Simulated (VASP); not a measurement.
# K2S (Fm-3m) in VASP: a series of runs, part 2 of 2

VASP 6.6.1.

### 4 Single point, r2SCAN (volume changed by +6%)

The input, POSCAR:

```
K2S
1.0
    0.0000000000      3.7753394480      3.7753394480
    3.7753394480      0.0000000000      3.7753394480
    3.7753394480      3.7753394480      0.0000000000
K S
2 1
Direct
    0.2500000000      0.2500000000      0.2500000000
    0.7500000000      0.7500000000      0.7500000000
    0.0000000000      0.0000000000      0.0000000000
```

The input, INCAR.step1:

```
SYSTEM = K2S
PREC = Accurate ; ENCUT = 550
ISMEAR = 0 ; SIGMA = 0.01
LREAL = .FALSE. ; LASPH = .TRUE.
NELM = 120 ; NBANDS = 19
GGA = PE ; ALGO = Normal
EDIFF = 1E-5 ; LWAVE = .TRUE.
LCHARG = .FALSE. ; GGA_COMPAT = .FALSE.
```

The input, INCAR.step2:

```
SYSTEM = K2S
PREC = Accurate ; ENCUT = 550
EDIFF = 1E-6 ; ISMEAR = 0
SIGMA = 0.01 ; LREAL = .FALSE.
LASPH = .TRUE. ; NELM = 120
ALGO = Normal ; ISIF = 2
LWAVE = .FALSE. ; LCHARG = .FALSE.
METAGGA = R2SCAN ; LMIXTAU = .TRUE.
NBANDS = 19 ; ISTART = 1
GGA_COMPAT = .FALSE.
```

The input, KPOINTS:

```
Automatic mesh
0
G
  6 6 6
  0 0 0
```

Potentials or basis: VASP PAW PBE potentials, release 64 (K_sv, S).

On the command line:

```console
> cat potpaw_PBE.64/K_sv/POTCAR potpaw_PBE.64/S/POTCAR > POTCAR
> cp INCAR.step1 INCAR
> mpirun -np 1 vasp_std > vasp.out
> cp INCAR.step2 INCAR
> mpirun -np 1 vasp_std > vasp.out
```

OUTCAR:

```text
SYSTEM = K2S
   PREC = Accurate
   ENCUT = 550
   EDIFF = 1E-6
   ISMEAR = 0
   LREAL = .FALSE.
   LASPH = .TRUE.
   NELM = 120
   ISIF = 2
   METAGGA = R2SCAN
   ISTART = 1

 ion  position               nearest neighbor table
   1  0.250  0.250  0.250-   3 3.27   3 3.27   3 3.27   3 3.27   2 3.78   2 3.78   2 3.78   2 3.78
                             2 3.78   2 3.78
   2  0.750  0.750  0.750-   3 3.27   3 3.27   3 3.27   3 3.27   1 3.78   1 3.78   1 3.78   1 3.78
                             1 3.78   1 3.78
   3  0.000  0.000  0.000-   2 3.27   2 3.27   2 3.27   1 3.27   1 3.27   1 3.27   2 3.27   1 3.27

  LATTYP: Found a face centered cubic cell.
 ALAT       =     7.5506788960

  Lattice vectors:

 A1 = (   0.0000000000,   3.7753394480,   3.7753394480)
 A2 = (   3.7753394480,   0.0000000000,   3.7753394480)
 A3 = (   3.7753394480,   3.7753394480,   0.0000000000)

Analysis of symmetry for initial positions (statically):
=====================================================================
 Subroutine PRICEL returns:
 Original cell was already a primitive cell.

 Routine SETGRP: Setting up the symmetry group for a
[... 160 lines left out ...]
  energy without entropy =      -23.79484569  energy(sigma->0) =      -23.79484569

 E-fermi :  -0.6803     XC(G=0):  -7.4803

 val. band max:       -0.7916777493   @ k =   0.5000   0.5000   0.0000
 cond. band min:       1.8227023525   @ k =   0.0000   0.0000   0.0000
 fundamental gap:      2.6143801018
 Fermi energy:        -0.6803470185

 k-point     1 :       0.0000    0.0000    0.0000
  band No.  band energies     occupation
      1     -31.3677      2.00000
      2     -31.3047      2.00000
      3     -14.1684      2.00000
      4     -14.1684      2.00000
      5     -14.1684      2.00000
      6     -13.9727      2.00000
[... 329 lines left out ...]
      6     -14.0135      2.00000
[... 11 lines left out ...]
     18       7.1054      0.00000
     19       7.3721      0.00000

------------------------ aborting loop because EDIFF is reached ----------------------------------------

  FORCE on cell =-STRESS in cart. coord.  units (eV):
  Direction    XX          YY          ZZ          XY          YZ          ZX
  --------------------------------------------------------------------------------------
  -------------------------------------------------------------------------------------
  Total       -0.6881433     -0.6881433     -0.6881433     -0.0000000     -0.0000000      0.0000000
  in kB      -10.2445169    -10.2445169    -10.2445169     -0.0000000     -0.0000000      0.0000000
  external PRESSURE =     -10.2445169 kB  Pullay stress =       0.0000000 kB

 VOLUME and BASIS-vectors are now :
 -----------------------------------------------------------------------------
  energy-cutoff  :      550.00
  volume of cell :      107.62
      direct lattice vectors                 reciprocal lattice vectors
     0.000000000  3.775339448  3.775339448    -0.132438422  0.132438422  0.132438422
     3.775339448  0.000000000  3.775339448     0.132438422 -0.132438422  0.132438422
     3.775339448  3.775339448  0.000000000     0.132438422  0.132438422 -0.132438422

 POSITION                                       TOTAL-FORCE (eV/Angst)
 -----------------------------------------------------------------------------------
      1.88767      1.88767      1.88767        -0.000000     -0.000000     -0.000000
      5.66301      5.66301      5.66301         0.000000      0.000000      0.000000
      0.00000      0.00000      0.00000        -0.000000     -0.000000     -0.000000
 -----------------------------------------------------------------------------------
    total drift:                               -0.000000     -0.000000     -0.000000

  FREE ENERGIE OF THE ION-ELECTRON SYSTEM (eV)
  ---------------------------------------------------
  free  energy   TOTEN  =       -23.7948456937 eV

  energy  without entropy=      -23.7948456937  energy(sigma->0) =      -23.79484569
```

OUTCAR.step1:

```text
SYSTEM = K2S
   PREC = Accurate
   ENCUT = 550
   ISMEAR = 0
   LREAL = .FALSE.
   LASPH = .TRUE.
   NELM = 120
[... 567 lines left out ...]
      1.88767      1.88767      1.88767         0.000000      0.000000      0.000000
      5.66301      5.66301      5.66301        -0.000000     -0.000000     -0.000000
      0.00000      0.00000      0.00000         0.000000     -0.000000      0.000000
 -----------------------------------------------------------------------------------
    total drift:                               -0.000000     -0.000000     -0.000000

  FREE ENERGIE OF THE ION-ELECTRON SYSTEM (eV)
  ---------------------------------------------------
  free  energy   TOTEN  =        -9.4152220345 eV

  energy  without entropy=       -9.4152220345  energy(sigma->0) =       -9.41522203
```

OSZICAR.step1:

```text
N       E                     dE             d eps       ncg     rms          rms(c)
DAV:   1     0.153956642609E+03    0.15396E+03   -0.10845E+04   608   0.112E+03
DAV:   2     0.228138994201E+01   -0.15168E+03   -0.14831E+03   655   0.306E+02
DAV:   3    -0.105513015560E+02   -0.12833E+02   -0.12784E+02  1066   0.675E+01
DAV:   4    -0.108689011325E+02   -0.31760E+00   -0.31744E+00   885   0.103E+01
DAV:   5    -0.108830307998E+02   -0.14130E-01   -0.14129E-01   968   0.139E+00    0.499E+00
DAV:   6    -0.948078048631E+01    0.14023E+01   -0.38524E+00   834   0.723E+00    0.442E+00
DAV:   7    -0.939799329584E+01    0.82787E-01   -0.95642E-01   799   0.307E+00    0.329E+00
DAV:   8    -0.942552679995E+01   -0.27534E-01   -0.27995E-01   701   0.194E+00    0.104E+00
DAV:   9    -0.940901317456E+01    0.16514E-01   -0.92840E-02   711   0.829E-01    0.604E-01
DAV:  10    -0.941559124941E+01   -0.65781E-02   -0.11506E-02   671   0.391E-01    0.169E-01
DAV:  11    -0.941488874686E+01    0.70250E-03   -0.61720E-03   735   0.230E-01    0.111E-01
DAV:  12    -0.941526673380E+01   -0.37799E-03   -0.27568E-03   677   0.146E-01    0.113E-01
DAV:  13    -0.941521852964E+01    0.48204E-04   -0.10702E-03   712   0.943E-02    0.216E-02
DAV:  14    -0.941522203448E+01   -0.35048E-05   -0.27393E-05   610   0.237E-02
   1 F= -.94152220E+01 E0= -.94152220E+01  d E =-.898712E-86
```

It took 2 min on 1 thread of AMD EPYC 9R45 (Zen 5), shared host; peak memory 0.26 GiB.

Results:

- Free energy: -23.7948 eV
- Pressure: -1.0 GPa
- Band gap on the k mesh: 2.61 eV, indirect (least direct gap 2.76 eV)

Caveat: the PAW data sets were made with another functional, which shifts forces and pressure a little.

### 5 Overview

| cell | gap on the mesh (eV) | pressure (GPa) |
| --- | --- | --- |
| a = 5.236 Å, angles 60.0°, 3 atoms | 2.76 | 0.0 |
| a = 5.288 Å, angles 60.0°, 3 atoms | 2.68 | -0.5 |
| a = 5.339 Å, angles 60.0°, 3 atoms | 2.61 | -1.0 |

Alike in all rows: task single point; level r2SCAN; potentials or basis VASP PAW PBE potentials, release 64 (K_sv, S); no spin polarisation; k mesh 6 × 6 × 6; cutoff (eV) 550; smearing gaussian 0.01 eV.

Caveats: the PAW data sets were made with another functional, which shifts forces and pressure a little.

Absolute energies hang on the potentials; compare differences alone.
